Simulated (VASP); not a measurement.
# SnO2 (P4_2/mnm) in VASP: further runs

SnO2 is run at these levels: PBE; tasks: electric field gradients.

Everything below comes from runs of VASP 6.6.1. Logs are shortened: lines on timing, memory, paths and dates and some standing lists are left out, and cuts for length are marked.

**1. The cell of the first run**

The structure is tetragonal, space group P4_2/mnm (No. 136). Conventional cell: a = 4.737 Å, b = 4.737 Å, c = 3.155 Å, α = 90.00°, β = 90.00°, γ = 90.00°. Within 2.7 Å of Sn (site symmetry mmm) lie 6 O at 2.05 Å. O (site symmetry m2m) has 3 Sn at 2.05 Å and 1 O at 2.60 Å within 2.7 Å.

**2. Electric field gradients, PBE (zz strain of -1 %)**

The input, INCAR:

```
PREC = Accurate
ENCUT = 520
EDIFF = 1E-8
ISMEAR = -1
SIGMA = 0.03
LREAL = F
LASPH = T
NELM = 120
ALGO = Normal
ISIF = 2
LWAVE = F
LCHARG = F
GGA = PE
LEFG = T
NBANDS = 35
GGA_COMPAT = F
```

The input, KPOINTS:

```
regular mesh
0
Gamma
  4 4 6
```

The input, POSCAR:

```
SnO2
1.0
    4.7373500000      0.0000000000      0.0000000000
    0.0000000000      4.7373500000      0.0000000000
    0.0000000000      0.0000000000      3.1545360000
Sn O
2 4
Direct
    0.0000000000      0.0000000000      0.0000000000
    0.5000000000      0.5000000000      0.5000000000
    0.3056200000      0.3056200000      0.0000000000
    0.1943800000      0.8056200000      0.5000000000
    0.6943800000      0.6943800000      0.0000000000
    0.8056200000      0.1943800000      0.5000000000
```

Potentials or basis: VASP PAW PBE potentials, release 64 (Sn_d, O).

Command:

```
cat potpaw_PBE.64/Sn_d/POTCAR potpaw_PBE.64/O/POTCAR > POTCAR
mpirun -np 1 vasp_std > vasp.out
```

OUTCAR:

```text
PREC = Accurate
   ENCUT = 520
   EDIFF = 1E-8
   ISMEAR = -1
   LREAL = F
   LASPH = T
   NELM = 120
   ISIF = 2
   GGA = PE

 ion  position               nearest neighbor table
   1  0.000  0.000  0.000-   4 2.05   6 2.05   4 2.05   6 2.05   5 2.05   3 2.05   2 3.70   2 3.70
                             2 3.70   2 3.70   2 3.70   2 3.70   2 3.70   2 3.70
   2  0.500  0.500  0.500-   3 2.05   5 2.05   3 2.05   5 2.05   4 2.05   6 2.05   1 3.70   1 3.70
                             1 3.70   1 3.70   1 3.70   1 3.70   1 3.70   1 3.70
   3  0.306  0.306  0.000-   2 2.05   2 2.05   1 2.05
   4  0.194  0.806  0.500-   1 2.05   1 2.05   2 2.05
   5  0.694  0.694  0.000-   2 2.05   2 2.05   1 2.05
   6  0.806  0.194  0.500-   1 2.05   1 2.05   2 2.05

  LATTYP: Found a simple tetragonal cell.
 ALAT       =     4.7373500000
 C/A-ratio  =     0.6658862022

  Lattice vectors:

 A1 = (   4.7373500000,   0.0000000000,   0.0000000000)
 A2 = (   0.0000000000,   4.7373500000,   0.0000000000)
 A3 = (   0.0000000000,   0.0000000000,   3.1545360000)

Analysis of symmetry for initial positions (statically):
=====================================================================
 Subroutine PRICEL returns:
 Original cell was already a primitive cell.

 Routine SETGRP: Setting up the symmetry group for a
 simple tetragonal supercell.

 Subroutine GETGRP returns: Found 16 space group operations
 (whereof  8 operations were pure point group operations)
 out of a pool of 16 trial point group operations.

The static configuration has the point symmetry D_2h.
 The point group associated with its full space group is D_4h.

Analysis of symmetry for dynamics (positions and initial velocities):
=====================================================================
 Subroutine PRICEL returns:
 Original cell was already a primitive cell.

 Routine SETGRP: Setting up the symmetry group for a
 simple tetragonal supercell.

 Subroutine GETGRP returns: Found 16 space group operations
 (whereof  8 operations were pure point group operations)
 out of a pool of 16 trial point group operations.

The dynamic configuration has the point symmetry D_2h.
 The point group associated with its full space group is D_4h.

 Subroutine INISYM returns: Found 16 space group operations
 (whereof  8 operations are pure point group operations),
 and found     1 'primitive' translations

----------------------------------------------------------------------------------------

                                     Primitive cell

  volume of cell :      70.7956

  direct lattice vectors                    reciprocal lattice vectors
     4.737350000  0.000000000  0.000000000     0.211088478  0.000000000  0.000000000
     0.000000000  4.737350000  0.000000000     0.000000000  0.211088478  0.000000000
     0.000000000  0.000000000  3.154536000     0.000000000  0.000000000  0.317003832

  length of vectors
     4.737350000  4.737350000  3.154536000     0.211088478  0.211088478  0.317003832

  position of ions in fractional coordinates (direct lattice)
     0.000000000  0.000000000  0.000000000
     0.500000000  0.500000000  0.500000000
     0.305620000  0.305620000  0.000000000
     0.194380000  0.805620000  0.500000000
     0.694380000  0.694380000  0.000000000
     0.805620000  0.194380000  0.500000000

  ion indices of the primitive-cell ions
   primitive index   ion index
                 1           1
                 2           2
                 3           3
                 4           4
                 5           5
                 6           6

----------------------------------------------------------------------------------------

 KPOINTS: regular mesh

Automatic generation of k-mesh.
 Grid dimensions read from file:
 generate k-points for:    4    4    6

 Generating k-lattice:

  Cartesian coordinates                     Fractional coordinates (reciprocal lattice)
     0.052772119  0.000000000  0.000000000     0.250000000  0.000000000  0.000000000
     0.000000000  0.052772119  0.000000000     0.000000000  0.250000000  0.000000000
     0.000000000  0.000000000  0.052833972     0.000000000  0.000000000  0.166666667

  Length of vectors
     0.052772119  0.052772119  0.052833972

  Shift w.r.t. Gamma in fractional coordinates (k-lattice)
     0.000000000  0.000000000  0.000000000

 Subroutine IBZKPT returns following result:
 ===========================================

 Found     24 irreducible k-points:

 Following reciprocal coordinates:
            Coordinates               Weight
  0.000000  0.000000  0.000000      1.000000
  0.250000  0.000000  0.000000      4.000000
  0.500000  0.000000  0.000000      2.000000
  0.250000  0.250000  0.000000      4.000000
  0.500000  0.250000  0.000000      4.000000
  0.500000  0.500000  0.000000      1.000000
[... 16 lines left out ...]
  0.500000  0.250000  0.500000      4.000000
  0.500000  0.500000  0.500000      1.000000
   k-points           NKPTS =     24   k-points in BZ     NKDIM =     24   number of bands    NBANDS=     35
   number of dos      NEDOS =    301   number of ions     NIONS =      6
   total plane-waves  NPLWV =  31104
   dimension x,y,z NGX =    36 NGY =   36 NGZ =   24
   dimension x,y,z NGXF=    72 NGYF=   72 NGZF=   48
   ions per type =               2   4
   NGX,Y,Z   is equivalent  to a cutoff of  12.63, 12.63, 12.65 a.u.
   NGXF,Y,Z  is equivalent  to a cutoff of  25.27, 25.27, 25.30 a.u.
 SYSTEM =  unknown system
   PREC   = accura    normal or accurate (medium, high low for compatibility)
   ISTART =      0    job   : 0-new  1-cont  2-samecut
   ICHARG =      2    charge: 1-file 2-atom 10-const
   ISPIN  =      1    spin polarized calculation?
   LNONCOLLINEAR =      F non collinear calculations
   LSORBIT =      F    spin-orbit coupling
   LASPH  =      T    aspherical Exc in radial PAW
   ENCUT  =  520.0 eV  38.22 Ry    6.18 a.u.   8.81  8.81  5.87*2*pi/ulx,y,z
   NELM   =    120;   NELMIN=  2; NELMDL= -5     # of ELM steps
   EDIFF  = 0.1E-07   stopping-criterion for ELM
   LREAL  =      F    real-space projection
   EDIFFG = 0.1E-06   stopping-criterion for IOM
   NSW    =      0    number of steps for IOM
   IBRION =     -1    ionic relax: 0-MD 1-quasi-New 2-CG
   NFREE  =      0    steps in history (QN), initial steepest desc. (CG)
   ISIF   =      2    stress and relaxation
   ISYM   =      2    0-nonsym 1-usesym 2-fastsym
   POTIM  = 0.5000    time-step for ionic-motion
   TEBEG  =    0.0;   TEEND  =   0.0 temperature during run
   PSTRESS=    0.0 pullay stress
   NELECT =      52.0000    total number of electrons
   NUPDOWN=      -1.0000    fix difference up-down
   EMIN   =  10.00;   EMAX   =-10.00  energy-range for DOS
   EFERMI =   0.00;   METHOD = LEGACY
   ISMEAR =    -1;   SIGMA  =   0.03  broadening in eV -4-tet -1-fermi 0-gaus
   EFERMI_NEDOS =   21; number of points for ismear=-14 and -15
   IALGO  =     38    algorithm
   IMIX   =      4    mixing-type and parameters
     AMIX     =   0.40;   BMIX     =  1.00
     AMIX_MAG =   1.60;   BMIX_MAG =  1.00
  volume/ion in A,a.u.               =      11.80        79.63
  Fermi-wavevector in a.u.,A,eV,Ry     =   1.477091  2.791296 29.685146  2.181797
  Thomas-Fermi vector in A             =   2.591537
   LORBIT       =      0    0 simple, 1 ext, 2 COOP (PROOUT), +10 PAW based schemes
   GGA     = PE    functional components
[... 5 lines left out ...]
 non-spin polarized calculation
  energy-cutoff  :      520.00
  volume of cell :       70.80
 maximum number of plane-waves:      1944
 NGX is ok and might be reduce to    36
   NGX = 17   NGY = 17   NGZ = 11

 number of electron      51.9999981 magnetization

 Free energy of the ion-electron system (eV)
  ---------------------------------------------------
  ext. energy  EPLUGINS =         0.00000000
  ---------------------------------------------------
  free energy    TOTEN  =       -37.09250724 eV

  energy without entropy =      -37.09250724  energy(sigma->0) =      -37.09250724

 E-fermi :   6.9302     XC(G=0): -11.3103

 val. band max:        6.2685235285   @ k =   0.0000   0.0000   0.0000
 cond. band min:       7.6617540348   @ k =   0.0000   0.0000   0.0000
 fundamental gap:      1.3932305063
 Fermi energy:         6.9302280927

 k-point     1 :       0.0000    0.0000    0.0000
  band No.  band energies     occupation
      1     -14.8748      2.00000
      2     -14.0724      2.00000
      3     -13.7671      2.00000
      4     -13.7394      2.00000
      5     -13.7394      2.00000
      6     -13.6593      2.00000
[... 27 lines left out ...]
     34      18.4956      0.00000
     35      18.9872      0.00000

 k-point     2 :       0.2500    0.0000    0.0000
  band No.  band energies     occupation
      1     -14.7770      2.00000
      2     -14.1908      2.00000
      3     -13.7667      2.00000
      4     -13.7355      2.00000
      5     -13.7353      2.00000
      6     -13.7295      2.00000
[... 27 lines left out ...]
     34      18.4969      0.00000
     35      18.9300      0.00000

 k-point     3 :       0.5000    0.0000    0.0000
  band No.  band energies     occupation
      1     -14.5080      2.00000
      2     -14.5080      2.00000
      3     -13.7638      2.00000
      4     -13.7638      2.00000
      5     -13.7313      2.00000
      6     -13.7313      2.00000
[... 27 lines left out ...]
     34      18.7757      0.00000
     35      19.1064      0.00000
[... 723 lines left out ...]
 k-point    23 :       0.5000    0.2500    0.5000
  band No.  band energies     occupation
      1     -14.7328      2.00000
      2     -14.7328      2.00000
      3     -13.9188      2.00000
      4     -13.9188      2.00000
      5     -13.6112      2.00000
      6     -13.6112      2.00000
[... 27 lines left out ...]
     34      17.9017      0.00000
     35      19.1614      0.00000

 k-point    24 :       0.5000    0.5000    0.5000
  band No.  band energies     occupation
      1     -14.6291      2.00000
      2     -14.6291      2.00000
      3     -14.1000      2.00000
      4     -14.1000      2.00000
      5     -13.6075      2.00000
      6     -13.6075      2.00000
[... 27 lines left out ...]
     34      17.5331      0.00000
     35      19.4263      0.00000

------------------------ aborting loop because EDIFF is reached ----------------------------------------

  FORCE on cell =-STRESS in cart. coord.  units (eV):
  Direction    XX          YY          ZZ          XY          YZ          ZX
  --------------------------------------------------------------------------------------
  -------------------------------------------------------------------------------------
  Total        5.5021350      5.5021350      8.0461332     -0.0000000      0.0000000      0.0000000
  in kB      124.5189330    124.5189330    182.0922102     -0.0000000      0.0000000      0.0000000
  external PRESSURE =     143.7100254 kB  Pullay stress =       0.0000000 kB

 VOLUME and BASIS-vectors are now :
 -----------------------------------------------------------------------------
  energy-cutoff  :      520.00
  volume of cell :       70.80
      direct lattice vectors                 reciprocal lattice vectors
     4.737350000  0.000000000  0.000000000     0.211088478  0.000000000  0.000000000
     0.000000000  4.737350000  0.000000000     0.000000000  0.211088478  0.000000000
     0.000000000  0.000000000  3.154536000     0.000000000  0.000000000  0.317003832

 POSITION                                       TOTAL-FORCE (eV/Angst)
 -----------------------------------------------------------------------------------
      0.00000      0.00000      0.00000         0.000000      0.000000      0.000000
      2.36868      2.36868      1.57727         0.000000      0.000000      0.000000
      1.44783      1.44783      0.00000        -0.101127     -0.101127      0.000000
      0.92085      3.81650      1.57727         0.101127     -0.101127      0.000000
      3.28952      3.28952      0.00000         0.101127      0.101127      0.000000
      3.81650      0.92085      1.57727        -0.101127      0.101127      0.000000
 -----------------------------------------------------------------------------------
    total drift:                                0.000000      0.000000      0.000000

  FREE ENERGIE OF THE ION-ELECTRON SYSTEM (eV)
  ---------------------------------------------------
  free  energy   TOTEN  =       -37.0925072384 eV

  energy  without entropy=      -37.0925072384  energy(sigma->0) =      -37.09250724

 Electric field gradients (V/A^2)
---------------------------------------------------------------------
 ion       V_xx      V_yy      V_zz      V_xy      V_xz      V_yz
---------------------------------------------------------------------
   1      27.922    27.922   -55.843   -20.557    -0.000    -0.000
   2      27.922    27.922   -55.843    20.557    -0.000    -0.000
   3     -22.612   -22.612    45.223    82.175     0.000     0.000
   4     -22.612   -22.612    45.223   -82.175    -0.000     0.000
   5     -22.612   -22.612    45.223    82.175    -0.000     0.000
   6     -22.612   -22.612    45.223   -82.175     0.000     0.000
---------------------------------------------------------------------

 Electric field gradients after diagonalization (V/A^2)
 (convention: |V_zz| > |V_xx| > |V_yy|)
----------------------------------------------------------------------
 ion       V_xx      V_yy      V_zz     asymmetry (V_yy - V_xx)/ V_zz
----------------------------------------------------------------------
   1      48.479     7.365   -55.843       0.736
   2      48.479     7.365   -55.843       0.736
   3      59.563    45.223  -104.786       0.137
   4      59.563    45.223  -104.786       0.137
   5      59.563    45.223  -104.786       0.137
   6      59.563    45.223  -104.786       0.137
----------------------------------------------------------------------

           NMR quadrupolar parameters

 Cq : quadrupolar parameter    Cq=e*Q*V_zz/h
 eta: asymmetry parameters     (V_yy - V_xx)/ V_zz
 Q  : nuclear electric quadrupole moment in mb (millibarn)
----------------------------------------------------------------------
 ion       Cq(MHz)       eta       Q (mb)
----------------------------------------------------------------------
   1      -0.135       0.736       1.000
   2      -0.135       0.736       1.000
   3      -0.253       0.137       1.000
   4      -0.253       0.137       1.000
   5      -0.253       0.137       1.000
   6      -0.253       0.137       1.000
----------------------------------------------------------------------
```

Run time: 55 s. Hardware: 1 thread of Intel Xeon Platinum 8375C at 2.90GHz (Ice Lake), shared host; peak memory 0.19 GiB.

What came out:

* Free energy: -37.0925 eV
* Pressure: 14.4 GPa
* Largest force: 0.143 eV/Å
* Band gap on the k mesh: 1.39 eV
* Largest electric field gradient by atom: Sn -55.8; O -104.8 V/Å²

Forces in eV/Å, atoms in the order of the input:
```
Sn   0.000  0.000  0.000
Sn   0.000  0.000  0.000
O   -0.101 -0.101  0.000
O    0.101 -0.101  0.000
O    0.101  0.101  0.000
O   -0.101  0.101  0.000
```

Stress tensor (GPa, compression positive):
```
12.45  0.00  0.00
 0.00 12.45  0.00
 0.00  0.00 18.21
```

Levels at points of the mesh, in eV from the valence-band top:
```csv
k point,band 24,band 25,band 26,band 27,band 28,band 29
"(0.00, 0.00, 0.00)",-0.81,-0.81,0.00,1.39,6.39,6.46
"(0.50, 0.00, 0.00)",-1.17,-0.65,-0.65,4.56,4.56,7.25
"(0.50, 0.50, 0.00)",-1.29,-0.94,-0.94,5.02,5.02,7.66
"(0.00, 0.00, 0.50)",-1.69,-1.28,-1.28,6.33,6.33,9.80
"(0.50, 0.00, 0.50)",-1.13,-0.72,-0.72,6.60,6.60,8.10
"(0.50, 0.50, 0.50)",-0.98,-0.87,-0.87,4.93,4.93,8.97
```

Electric field gradients, principal values (V/Å²):
```
atom   least  middle  greatest (by size)
1 Sn   7.365  48.479             -55.843
2 Sn   7.365  48.479             -55.843
 3 O  45.223  59.563            -104.786
 4 O  45.223  59.563            -104.786
 5 O  45.223  59.563            -104.786
 6 O  45.223  59.563            -104.786
```

Caveat: the cell differs from its parent crystal (zz strain of -1 %); the cell stands under pressure; without QUAD_EFG the Cq values of the log hold for a quadrupole moment of 1 mb, not for the nuclei; spin-orbit coupling is left out, which moves the levels of the heavy elements.

(Part 1 of 2 ends here.)
